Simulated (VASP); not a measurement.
# LiMg12 (a cell with a defect) in VASP: notebook

Runs on LiMg12 (a cell with a defect). Level: PBE. Tasks: single point.

Program: VASP 6.6.1. These are calculated values, not measurements. Logs are shortened: lines on timing, memory, paths and dates and some standing lists are left out, and cuts for length are marked.

## 1. The cell of the first run

The cell holds a defect, 13 atoms: a = 6.420 Å, b = 9.630 Å, c = 5.213 Å, α = 90.00°, β = 90.00°, γ = 120.00°.

## 2. Single point, PBE

Contents of INCAR:

```
SYSTEM = LiMg12
PREC = Accurate ; ENCUT = 520
EDIFF = 1E-7 ; ISMEAR = -1
SIGMA = 0.05 ; LREAL = .False.
LASPH = .True. ; NELM = 60
ALGO = Normal ; ISIF = 2
LWAVE = .False. ; LCHARG = .False.
GGA = PE ; NBANDS = 26
```

Contents of KPOINTS:

```
Automatic mesh
0
Gamma
  4 3 4
  0 0 0
```

Contents of POSCAR:

```
LiMg12
1.0
    6.4200000000      0.0000000000      0.0000000000
   -4.8150000000      8.3398250000      0.0000000000
    0.0000000000      0.0000000000      5.2130400000
Mg Li
12 1
Direct
    0.1593131178      0.0716937106      0.0107257953
    0.1818687877      0.2455172621      0.5037101192
   -0.0445681254      0.2869581796     -0.0002938784
    0.1181593738      0.5390085523      0.5077708976
    0.0258251192      0.6701095047      0.0081764191
    0.1589940525      0.8869445102      0.5015332704
    0.5136269795     -0.0305164677     -0.0181982106
    0.6328916467      0.2081475331      0.4925183770
    0.5749166847      0.3681944165     -0.0075422402
    0.6640273442      0.5734013603      0.4990938109
    0.3885809342      0.5834659600      0.0109617421
    0.6756523386      0.8964249250      0.4725501819
    0.7868576312      0.8163001022      0.9569953424
```

Potentials or basis: VASP PAW PBE potentials, release 64 (Mg, Li_sv).

Started as:

```bash
$ cat potpaw_PBE.64/Mg/POTCAR potpaw_PBE.64/Li_sv/POTCAR > POTCAR
$ mpirun -np 1 vasp_std > vasp.out
```

OUTCAR:

```text
SYSTEM = LiMg12
   PREC = Accurate
   ENCUT = 520
   EDIFF = 1E-7
   ISMEAR = -1
   LREAL = .False.
   LASPH = .True.
   NELM = 60
   ISIF = 2
   GGA = PE

 ion  position               nearest neighbor table
   1  0.159  0.072  0.011-  13 2.44   9 2.77   7 2.90   3 2.95   2 3.03   2 3.09   6 3.12   6 3.19
                             5 3.52  12 3.61   8 3.64
   2  0.182  0.246  0.504-   1 3.03   4 3.05   3 3.09   8 3.09   1 3.09   3 3.12  10 3.13  12 3.31
                             9 3.36   8 3.36   6 3.38   9 3.45
   3  0.955  0.287  1.000-  11 2.82   9 2.91   1 2.95   7 2.95   2 3.09   2 3.12   8 3.15   8 3.21
                             4 3.32   4 3.39   5 3.49   9 3.65
   4  0.118  0.539  0.508-  11 3.03   2 3.05  11 3.06   5 3.08   5 3.08  10 3.09   8 3.15   6 3.23
                             3 3.32  10 3.35   3 3.39  12 3.52
   5  0.026  0.670  0.008-  13 2.56  11 2.84   9 2.90   7 3.02   4 3.08   4 3.08   6 3.15   6 3.21
                            10 3.26  10 3.34   3 3.49   1 3.52
   6  0.159  0.887  0.502-   8 3.07  10 3.10   1 3.12   5 3.15  12 3.15   1 3.19   7 3.21   5 3.21
                             4 3.23  12 3.28   7 3.37   2 3.38
   7  0.514  0.969  0.982-  13 2.80   1 2.90   3 2.95  12 2.98   5 3.02  12 3.06   6 3.21   8 3.26
                             8 3.35   6 3.37  11 3.39
   8  0.633  0.208  0.493-   6 3.07   2 3.09   9 3.14   9 3.14   3 3.15  12 3.15   4 3.15   3 3.21
                             7 3.26   7 3.35   2 3.36  10 3.42   1 3.64
   9  0.575  0.368  0.992-   1 2.77  11 2.87   5 2.90   3 2.91  10 3.12   8 3.14   8 3.14  10 3.17
                             2 3.36   2 3.45   3 3.65
  10  0.664  0.573  0.499-  12 3.08   4 3.09   6 3.10   9 3.12   2 3.13  11 3.13   9 3.17  11 3.23
                             5 3.26   5 3.34   4 3.35   8 3.42
  11  0.389  0.583  0.011-  13 2.43   3 2.82   5 2.84   9 2.87   4 3.03   4 3.06  10 3.13  10 3.23
                             7 3.39  12 3.57
  12  0.676  0.896  0.473-  13 2.83   7 2.98  13 2.98   7 3.06  10 3.08   8 3.15   6 3.15   6 3.28
                             2 3.31   4 3.52  11 3.57   1 3.61
  13  0.787  0.816  0.957-  11 2.43   1 2.44   5 2.56   7 2.80  12 2.83  12 2.98

  LATTYP: Found a simple monoclinic cell.
 ALAT       =     6.4200000000
 B/A-ratio  =     0.8120000000
 C/A-ratio  =     1.3228757108
 COS(beta)  =    -0.1889822286

  Lattice vectors:

 A1 = (   6.4200000000,   0.0000000000,   0.0000000000)
 A2 = (   0.0000000000,   0.0000000000,   5.2130400000)
 A3 = (  -1.6050000000,  -8.3398250000,   0.0000000000)

Analysis of symmetry for initial positions (statically):
=====================================================================
 Subroutine PRICEL returns:
 Original cell was already a primitive cell.

 Routine SETGRP: Setting up the symmetry group for a
 simple monoclinic supercell.

 Subroutine GETGRP returns: Found  1 space group operations
 (whereof  1 operations were pure point group operations)
 out of a pool of  4 trial point group operations.

The static configuration has the point symmetry C_1 .

Analysis of symmetry for dynamics (positions and initial velocities):
=====================================================================
 Subroutine PRICEL returns:
 Original cell was already a primitive cell.

 Routine SETGRP: Setting up the symmetry group for a
 simple monoclinic supercell.

 Subroutine GETGRP returns: Found  1 space group operations
 (whereof  1 operations were pure point group operations)
 out of a pool of  4 trial point group operations.

The dynamic configuration has the point symmetry C_1 .

 Subroutine INISYM returns: Found  1 space group operations
 (whereof  1 operations are pure point group operations),
 and found     1 'primitive' translations

----------------------------------------------------------------------------------------

                                     Primitive cell

  volume of cell :     279.1149

  direct lattice vectors                    reciprocal lattice vectors
[... 44 lines left out ...]
   EFERMI_NEDOS =   21; number of points for ismear=-14 and -15
   IALGO  =     38    algorithm
   IMIX   =      4    mixing-type and parameters
     AMIX     =   0.40;   BMIX     =  1.00
     AMIX_MAG =   1.60;   BMIX_MAG =  1.00
  volume/ion in A,a.u.               =      21.47       144.89
  Fermi-wavevector in a.u.,A,eV,Ry     =   0.751511  1.420149  7.684136  0.564768
  Thomas-Fermi vector in A             =   1.848508
   LORBIT       =      0    0 simple, 1 ext, 2 COOP (PROOUT), +10 PAW based schemes
   GGA     = PE    functional components
   LHFCALC =     F    Hartree Fock is set to
   AEXX    =    0.0000 exact exchange contribution
   IVDW    =     0    specifies the selected vdW correction
   LEPSILON=     F    determine dielectric tensor
   LRPA    =     F    only Hartree local field effects (RPA)
 non-spin polarized calculation
  energy-cutoff  :      520.00
  volume of cell :      279.11
 maximum number of plane-waves:      7534
   NGX = 23   NGY = 35   NGZ = 19

 number of electron      27.0000002 magnetization

 Free energy of the ion-electron system (eV)
  ---------------------------------------------------
  ext. energy  EPLUGINS =         0.00000000
  ---------------------------------------------------
  free energy    TOTEN  =       -18.62415110 eV

  energy without entropy =      -18.59037883  energy(sigma->0) =      -18.60726496

 E-fermi :   2.7778     XC(G=0):  -8.5753

 val. band max:        2.7569848520   @ k =   0.5000   0.3333   0.0000
 cond. band min:       2.7823756816   @ k =   0.2500   0.0000   0.0000
 fundamental gap:      0.0253908296
 Fermi energy:         2.7777969987

 k-point     1 :       0.0000    0.0000    0.0000
  band No.  band energies     occupation
      1     -43.7203      2.00000
      2      -4.1981      2.00000
      3      -2.1749      2.00000
      4      -1.9648      2.00000
      5      -0.5950      2.00000
      6      -0.4389      2.00000
[... 661 lines left out ...]
     24       7.8064      0.00000
     25       7.8757      0.00000

 [... further k-points ...]

 [bands above 25 left out]

------------------------ aborting loop because EDIFF is reached ----------------------------------------

  FORCE on cell =-STRESS in cart. coord.  units (eV):
  Direction    XX          YY          ZZ          XY          YZ          ZX
  --------------------------------------------------------------------------------------
  -------------------------------------------------------------------------------------
  Total        6.6615023      6.2645788      1.2116972      1.2340997     -0.1136183      0.3885162
  in kB       38.2384028     35.9599795      6.9553928      7.0839879     -0.6521923      2.2301632
  external PRESSURE =      27.0512584 kB  Pullay stress =       0.0000000 kB

 VOLUME and BASIS-vectors are now :
 -----------------------------------------------------------------------------
  energy-cutoff  :      520.00
  volume of cell :      279.11
      direct lattice vectors                 reciprocal lattice vectors
     6.420000000  0.000000000  0.000000000     0.155763240  0.089929945  0.000000000
    -4.815000000  8.339825000  0.000000000     0.000000000  0.119906593  0.000000000
     0.000000000  0.000000000  5.213040000     0.000000000  0.000000000  0.191826650

 POSITION                                       TOTAL-FORCE (eV/Angst)
 -----------------------------------------------------------------------------------
      0.67758      0.59791      0.05591        -0.007786     -0.007715      0.049455
     -0.01457      2.04757      2.62586         0.000990     -0.002551      0.028448
      4.75217      2.39318      5.21151         0.006742      0.014194      0.013910
     -1.83674      4.49524      2.64703        -0.000349     -0.001702      0.038639
     -3.06078      5.58860      0.04262        -0.008118      0.002832      0.039738
     -3.24990      7.39696      2.61451        -0.001020     -0.003350      0.018521
     -1.37058      8.08532      5.11817        -0.005236      0.002986     -0.038948
      3.06093      1.73591      2.56752        -0.000280      0.001155     -0.008730
      1.91811      3.07068      5.17372        -0.002737      0.002728     -0.009600
      1.50213      4.78207      2.60180         0.004225     -0.002265      0.008518
     -0.31470      4.86600      0.05714         0.004760     -0.001235      0.048311
      0.02140      7.47603      2.46342        -0.001463     -0.004310     -0.071688
      1.12114      6.80780      4.98885         0.010274     -0.000766     -0.116574
 -----------------------------------------------------------------------------------
    total drift:                                0.000247     -0.000205      0.000076

  FREE ENERGIE OF THE ION-ELECTRON SYSTEM (eV)
  ---------------------------------------------------
  free  energy   TOTEN  =       -18.6241511023 eV

  energy  without entropy=      -18.5903788273  energy(sigma->0) =      -18.60726496
```

It took 2.3 min on 1 thread of Oxide Virtual Turin-like, shared host; peak memory 0.4 GiB.

What came out:

| Property | Result |
| --- | --- |
| Free energy | -18.6242 eV |
| Largest force | 0.117 eV/Å |
| Band gap on the k mesh | zero (an odd number of electrons rules out a gap without spin polarisation) |

Forces in eV/Å, atoms in the order of the input:
```
Mg  -0.008 -0.008  0.049
Mg   0.001 -0.003  0.028
Mg   0.007  0.014  0.014
Mg   0.000 -0.002  0.039
Mg  -0.008  0.003  0.040
Mg  -0.001 -0.003  0.019
Mg  -0.005  0.003 -0.039
Mg   0.000  0.001 -0.009
Mg  -0.003  0.003 -0.010
Mg   0.004 -0.002  0.009
Mg   0.005 -0.001  0.048
Mg  -0.001 -0.004 -0.072
Li   0.010 -0.001 -0.117
```

Caveat: the cutoff is under 1.25 times the usual one of these potentials, so pressure, stress and relaxed cells hold a basis-set (Pulay) error.

## 3. Single point, PBE

Contents of INCAR:

```
SYSTEM = LiMg12
PREC = Accurate ; ENCUT = 520
EDIFF = 1E-6 ; ISMEAR = -1
SIGMA = 0.05 ; LREAL = .FALSE.
LASPH = .TRUE. ; NELM = 80
ALGO = Normal ; ISIF = 2
LWAVE = .FALSE. ; LCHARG = .FALSE.
GGA = PE ; NBANDS = 26
```

Contents of KPOINTS:

```
regular mesh
0
G
  4 3 4
  0 0 0
```

Contents of POSCAR:

```
LiMg12
1.0
    6.4200000000      0.0000000000      0.0000000000
   -4.8150000000      8.3398250000      0.0000000000
    0.0000000000      0.0000000000      5.2130400000
Mg Li
12 1
Direct
    0.1592723725      0.0715835164     -0.0117687568
    0.1817965062      0.2453745732      0.4953244172
   -0.0446009832      0.2868435489     -0.0005050796
    0.1180769707      0.5388604677      0.4921343400
    0.0257733654      0.6699827634     -0.0084756687
    0.1589282231      0.8868017015      0.4978047358
    0.5135820961     -0.0306236642      0.0176898700
    0.6328214677      0.2080149164      0.5069725151
    0.5748821213      0.3680721118      0.0071793042
    0.6639608623      0.5732807343      0.5007463975
    0.3885498763      0.5833452141     -0.0107860289
    0.6755857968      0.8962936273      0.5269318862
    0.7868732512      0.8162276786      1.0424512377
```

Potentials or basis: VASP PAW PBE potentials, release 64 (Mg, Li_sv).

Started as:

```bash
$ cat potpaw_PBE.64/Mg/POTCAR potpaw_PBE.64/Li_sv/POTCAR > POTCAR
$ mpirun -np 1 vasp_std > vasp.out
```

It took 3.6 min on 1 thread of Oxide Virtual Turin-like, shared host; peak memory 0.4 GiB.

The run converged. Its results:

```
Free energy            : -18.6241 eV
Largest force          : 0.117 eV/Å
Band gap on the k mesh : zero (an odd number of electrons rules out a gap without spin polarisation)
```

Forces in eV/Å, atoms in the order of the input:
```
Mg  -0.007 -0.007 -0.049
Mg   0.001 -0.003 -0.028
Mg   0.006  0.014 -0.014
Mg   0.000 -0.002 -0.039
Mg  -0.008  0.003 -0.040
Mg  -0.001 -0.003 -0.018
Mg  -0.005  0.003  0.039
Mg   0.000  0.001  0.009
Mg  -0.003  0.002  0.009
Mg   0.004 -0.002 -0.009
Mg   0.004 -0.001 -0.049
Mg  -0.002 -0.004  0.072
Li   0.010  0.000  0.117
```

Levels at points of the mesh, in eV from the Fermi level:
```csv
k point,band 9,band 10,band 11,band 12,band 13,band 14,band 15,band 16,band 17,band 18
"(0.00, 0.00, 0.00)",-1.86,-1.31,-0.43,-0.24,0.10,0.12,0.44,0.61,1.21,1.54
"(0.50, 0.00, 0.00)",-0.75,-0.66,-0.63,-0.32,-0.29,-0.20,-0.11,0.13,0.42,0.73
"(0.00, 0.00, 0.50)",-1.99,-1.93,-1.88,-1.24,-1.05,-0.83,-0.64,0.82,1.17,1.31
"(0.50, 0.00, 0.50)",-3.63,-1.30,-0.97,-0.53,-0.49,0.42,0.56,0.63,0.90,1.91
```

Caveat: the cutoff is under 1.25 times the usual one of these potentials, so pressure, stress and relaxed cells hold a basis-set (Pulay) error.

## 4. Single point, PBE

Contents of INCAR:

```
SYSTEM = LiMg12
  ALGO = Normal
  EDIFF = 1E-6
  ENCUT = 520
  GGA = PE
  ISIF = 2
  ISMEAR = -1
  LASPH = .True.
  LCHARG = .False.
  LREAL = .False.
  LWAVE = .False.
  NBANDS = 26
  NELM = 60
  PREC = Accurate
  SIGMA = 0.05
```

Contents of KPOINTS:

```
k-points
0
Gamma
  4 3 4
  0 0 0
```

Contents of POSCAR:

```
LiMg12
1.0
    6.4200000000      0.0000000000      0.0000000000
   -4.8150000000      8.3398250000      0.0000000000
    0.0000000000      0.0000000000      5.2130400000
Mg Li
12 1
Direct
    0.1555181089      0.0682725357     -0.0241970136
    0.1791067057      0.2427779959      0.4891874990
   -0.0416860590      0.2888964697     -0.0024973912
    0.1204490378      0.5397505343      0.4830170112
    0.0233182013      0.6709544865     -0.0171989856
    0.1600751297      0.8863012114      0.4959361524
    0.5151736904     -0.0292749548      0.0375721268
    0.6335032502      0.2083079681      0.5145272240
    0.5716697202      0.3663124826      0.0143085417
    0.6631665233      0.5709156967      0.5014745715
    0.3927811146      0.5874726388     -0.0220216994
    0.6756118718      0.8954455279      0.5571664518
    0.7864929100      0.8171286568      1.0872730691
```

Started as:

```bash
$ cat potpaw_PBE.64/Mg/POTCAR potpaw_PBE.64/Li_sv/POTCAR > POTCAR
$ mpirun -np 1 vasp_std > vasp.out
```

Wall time 2.2 min (1 thread of Oxide Virtual Turin-like, shared host); peak memory 0.41 GiB.

The run converged. Its results:

```yaml
Free_energy: -18.6982 eV
Largest_force: 0.172 eV/Å
Band_gap_on_the_k_mesh: zero (an odd number of electrons rules out a gap without spin polarisation)
```

Forces in eV/Å, atoms in the order of the input:
```
Mg  -0.013 -0.027 -0.072
Mg  -0.002 -0.017 -0.047
Mg   0.014  0.025 -0.026
Mg   0.008  0.005 -0.061
Mg  -0.023  0.007 -0.057
Mg   0.008 -0.005 -0.027
Mg  -0.004  0.010  0.066
Mg   0.002  0.004  0.013
Mg  -0.014 -0.003  0.012
Mg   0.006 -0.015 -0.013
Mg   0.012  0.018 -0.072
Mg   0.000 -0.009  0.111
Li   0.005  0.007  0.172
```

Levels at points of the mesh, in eV from the Fermi level:
| k point | band 10 | band 11 | band 12 | band 13 | band 14 | band 15 | band 16 | band 17 |
| --- | --- | --- | --- | --- | --- | --- | --- | --- |
| (0.00, 0.00, 0.00) | -1.35 | -0.42 | -0.23 | 0.09 | 0.10 | 0.45 | 0.59 | 1.22 |
| (0.50, 0.00, 0.00) | -0.66 | -0.62 | -0.33 | -0.28 | -0.22 | -0.05 | 0.14 | 0.33 |
| (0.00, 0.00, 0.50) | -1.94 | -1.86 | -1.24 | -1.06 | -0.84 | -0.64 | 0.83 | 1.15 |
| (0.50, 0.00, 0.50) | -1.27 | -0.98 | -0.56 | -0.51 | 0.44 | 0.53 | 0.67 | 0.88 |

Caveat: the cutoff is under 1.25 times the usual one of these potentials, so pressure, stress and relaxed cells hold a basis-set (Pulay) error.

## 5. Single point, PBE

Contents of INCAR:

```
SYSTEM = LiMg12
PREC = Accurate
ENCUT = 520
EDIFF = 1E-6
ISMEAR = -1
SIGMA = 0.05
LREAL = .False.
LASPH = .True.
NELM = 80
ALGO = Normal
ISIF = 2
LWAVE = .False.
LCHARG = .False.
GGA = PE
NBANDS = 26
```

Contents of KPOINTS:

```
Automatic mesh
0
Gamma
  4 3 4
  0 0 0
```

Contents of POSCAR:

```
LiMg12
1.0
    6.4200000000      0.0000000000      0.0000000000
   -4.8150000000      8.3398250000      0.0000000000
    0.0000000000      0.0000000000      5.2130400000
Mg Li
12 1
Direct
    0.1481429317      0.0606981561     -0.0416091187
    0.1687296039      0.2332467408      0.4743694658
   -0.0324736335      0.2950185406     -0.0127286574
    0.1261527990      0.5408498380      0.4711557939
    0.0167941640      0.6732939840     -0.0255405675
    0.1637037119      0.8838930073      0.4939565014
    0.5210257345     -0.0240367154      0.0633050965
    0.6341429067      0.2092630241      0.5225239016
    0.5637867244      0.3621272629      0.0194544834
    0.6594844003      0.5640496054      0.5010652134
    0.4037545014      0.5977908409     -0.0331620321
    0.6752415703      0.8942932256      0.5972923668
    0.7863728234      0.8219776794      1.1433140739
```

Started as:

```bash
$ cat potpaw_PBE.64/Mg/POTCAR potpaw_PBE.64/Li_sv/POTCAR > POTCAR
$ mpirun -np 1 vasp_std > vasp.out
```

Run time: 2.9 min. Hardware: 1 thread of Oxide Virtual Turin-like, shared host; peak memory 0.39 GiB.

The run converged. Its results:

| Item | Value |
| --- | --- |
| Free energy | -18.8054 eV |
| Largest force | 0.099 eV/Å |
| Band gap on the k mesh | zero (an odd number of electrons rules out a gap without spin polarisation) |

Forces in eV/Å, atoms in the order of the input:
```
Mg  -0.008 -0.030 -0.042
Mg  -0.005 -0.031 -0.036
Mg   0.014  0.029 -0.025
Mg   0.015  0.007 -0.035
Mg  -0.024  0.004 -0.028
Mg   0.017 -0.009 -0.015
Mg  -0.009  0.025  0.050
Mg   0.001  0.006  0.007
Mg  -0.015 -0.009  0.002
Mg   0.006 -0.023 -0.007
Mg   0.016  0.022 -0.030
Mg  -0.001 -0.007  0.061
Li  -0.006  0.015  0.098
```

Levels at points of the mesh, in eV from the Fermi level:
```tsv
k point	band 10	band 11	band 12	band 13	band 14	band 15	band 16	band 17
(0.00, 0.00, 0.00)	-1.43	-0.42	-0.21	0.06	0.12	0.44	0.57	1.25
(0.50, 0.00, 0.00)	-0.64	-0.61	-0.37	-0.30	-0.18	0.03	0.15	0.21
(0.00, 0.00, 0.50)	-1.96	-1.81	-1.23	-1.07	-0.85	-0.61	0.84	1.11
(0.50, 0.00, 0.50)	-1.21	-0.98	-0.63	-0.56	0.47	0.53	0.73	0.87
```

Caveat: the cutoff is under 1.25 times the usual one of these potentials, so pressure, stress and relaxed cells hold a basis-set (Pulay) error.

## 6. Overview

| cell | gap on the mesh (eV) | largest force (eV/Å) |
| --- | --- | --- |
| as given, atomic positions A | none | 0.12 |
| as given, atomic positions B | none | 0.12 |
| as given, atomic positions C | none | 0.17 |
| as given, atomic positions D | none | 0.10 |

Alike in all rows: task single point; level PBE; potentials or basis VASP PAW PBE potentials, release 64 (Mg, Li_sv); no spin polarisation; k mesh 4 × 3 × 4; cutoff (eV) 520; smearing fermi-dirac 0.05 eV.

Caveats: the cutoff is under 1.25 times the usual one of these potentials, so pressure, stress and relaxed cells hold a basis-set (Pulay) error.

Absolute energies hang on the potentials; compare differences alone.

The gap in the log of VASP goes by the Fermi energy; the results here count the filled bands.